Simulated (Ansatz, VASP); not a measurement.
## One calculation of Hf, two programs

```
Hf
1.0
     0.00000    2.25237    2.25237
     2.25237    0.00000    2.25237
     2.25237    2.25237    0.00000
Hf
1
Direct
  0.00000 0.00000 0.00000
```

Alike in both runs: task single point; functional PBEsol; k mesh 16 × 16 × 16; occupations gaussian, width 0.1 eV; no spin polarisation.

|  | VASP | Ansatz |
| --- | --- | --- |
| version | VASP 6.6.1 | Ansatz 0.2.0 |
| potentials or method | VASP PAW PBE potentials, release 64 (Hf_pv), cutoff 520 eV | scalar-relativistic, plane waves, PAW |
| valence electrons in the cell | 10 | 26 |

```csv
,VASP,Ansatz,Ansatz less VASP
gap on the k mesh at the Fermi level (eV),none,none,-
pressure (GPa),-6.1,-5.7,+0.40
```

VASP's potentials were made for PBE, not for PBEsol. A gap of «none» marks a metal or a gap that the smearing closes. VASP's potentials hold 10 valence electrons a cell and Ansatz's 26, so a difference there can come from the potentials and not from the codes.

Spin-orbit coupling is off throughout.
